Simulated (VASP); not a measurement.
Cd3H2:

```
Cd H
1.0
     3.93115    0.00000    0.00000
    -1.96558    3.40448    0.00000
     0.00000    0.00000    6.11623
Cd H
3 2
Direct
  0.00000 0.00000 0.00000
  0.33333 0.66667 0.64500
  0.66667 0.33333 0.35500
  0.33333 0.66667 0.24500
  0.66667 0.33333 0.75500
```

| Item | Value |
| --- | --- |
| Program | VASP 6.6.1 |
| Task | relaxation of cell and atoms |
| Functional | PBE |
| Potentials or basis | VASP PAW PBE potentials, release 64 (Cd, H) |
| Cutoff | 600 eV |
| k mesh | 6 × 6 × 4 |
| Occupations | gaussian, width 0.1 eV |
| Spin | no spin polarisation |

At the start: pressure 1.4 GPa; volume 16.37 Å³/atom.

Problem. Where does the relaxation end?

Solution. Over 31 steps the energy falls by 281.0 meV/atom and the volume is 16.63 Å³/atom (+1.6 %); space group P-3m1 (No. 164, to 0.1 Å) before and after.

Step by step:
| step | energy change (eV) | largest force (eV/Å) | pressure (GPa) | volume (Å³) |
| --- | --- | --- | --- | --- |
| 1 | 0.0000 | 0.8787 | 1.43 | 81.86 |
| 2 | -0.0815 | 0.6395 | 0.32 | 83.60 |
| 3 | -0.1747 | 0.3926 | -1.17 | 87.38 |
| 4 | -0.1972 | 0.5830 | -2.71 | 95.25 |
| 5 | -0.2868 | 0.7061 | -1.87 | 93.43 |
| 6 | -0.4264 | 0.6763 | 1.84 | 88.05 |
| 7 | -0.5102 | 0.5905 | 2.03 | 88.62 |
| 8 | -0.5816 | 0.8180 | 2.17 | 89.52 |
| 9 | -0.6997 | 0.5202 | -0.26 | 93.77 |
| 10 | -0.7319 | 0.3355 | -1.78 | 97.38 |
| 11 | -0.8309 | 0.2984 | -1.76 | 95.06 |
| 12 | -0.9549 | 0.1984 | -1.35 | 91.71 |
| 13 | -1.0981 | 0.4636 | 0.25 | 84.93 |
| 14 | -1.1682 | 0.4468 | 0.76 | 83.60 |
| 15 | -1.2157 | 0.5954 | 1.29 | 82.05 |
| 16 | -1.1743 | 0.7442 | 2.81 | 78.68 |
| 17 | -1.2335 | 0.6668 | 1.71 | 81.06 |
| 18 | -1.2931 | 0.5863 | 0.80 | 81.89 |
| 19 | -1.3321 | 0.4336 | -0.40 | 82.98 |
| 20 | -1.3339 | 0.3899 | -0.71 | 83.26 |
| 21 | -1.3603 | 0.3177 | -0.38 | 82.46 |
| 22 | -1.3874 | 0.1009 | 0.54 | 80.57 |
| 23 | -1.3908 | 0.0659 | 0.13 | 81.33 |
| 24 | -1.3916 | 0.0849 | -0.20 | 81.92 |
| 25 | -1.3939 | 0.0792 | -0.16 | 81.93 |
| 26 | -1.3992 | 0.0641 | 0.02 | 81.96 |
| 27 | -1.4018 | 0.0731 | 0.50 | 82.00 |
| 28 | -1.4021 | 0.0561 | 0.36 | 81.99 |
| 29 | -1.4041 | 0.0438 | 0.00 | 82.87 |
| 30 | -1.4042 | 0.0437 | -0.15 | 83.17 |
| 31 | -1.4048 | 0.0196 | -0.01 | 83.13 |

Final structure:
```
Cd H
1.0
     3.32554    0.00000    0.00000
    -1.66277    2.88000    0.00000
     0.00000    0.00000    8.67949
Cd H
3 2
Cartesian
  0.0000 0.0000 0.0000
  0.0000 1.9200 6.2587
  1.6628 0.9600 2.4207
  0.0000 1.9200 3.2842
  1.6628 0.9600 5.3952
```

Caveat: a cell axis changed by over 15 % at a fixed basis, so the end point is rough.
